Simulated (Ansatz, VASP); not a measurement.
# One calculation of TaN, two programs

```
CELL_PARAMETERS angstrom
0.00000 2.20811 2.29644
2.20811 0.00000 2.29644
2.20811 2.20811 0.00000
ATOMIC_POSITIONS crystal
Ta 0.50000 0.50000 0.50000
N 0.00000 0.00000 0.00000
```

Change from the starting cell: engineering shear strain xz +0.0000, normal strain along z +0.0400.

Alike in both runs: task single point; functional PBE; k mesh 18 × 18 × 18; occupations gaussian, width 0.15 eV; no spin polarisation.

|  | VASP | Ansatz |
| --- | --- | --- |
| version | VASP 6.6.1 | Ansatz 0.2.0 |
| potentials or method | VASP PAW PBE potentials, release 64 (Ta_pv, N), cutoff 520 eV | scalar-relativistic, plane waves, PAW |
| valence electrons in the cell | 16 | 18 |

VASP gave:

```
gap on the k mesh at the Fermi level (eV)                     : none
pressure (GPa)                                                : -9.8
traceless stress, the component that is largest in VASP (GPa) : -9.91
```

**Question.** Estimate Ansatz's values.

**Answer.** gap on the k mesh at the Fermi level (eV): none; pressure (GPa): -10.7; traceless stress, the component that is largest in VASP (GPa): -9.81.

A gap of «none» marks a metal or a gap that the smearing closes. VASP's potentials hold 16 valence electrons a cell and Ansatz's 18, so a difference there can come from the potentials and not from the codes.

Neither program's run includes spin-orbit coupling.
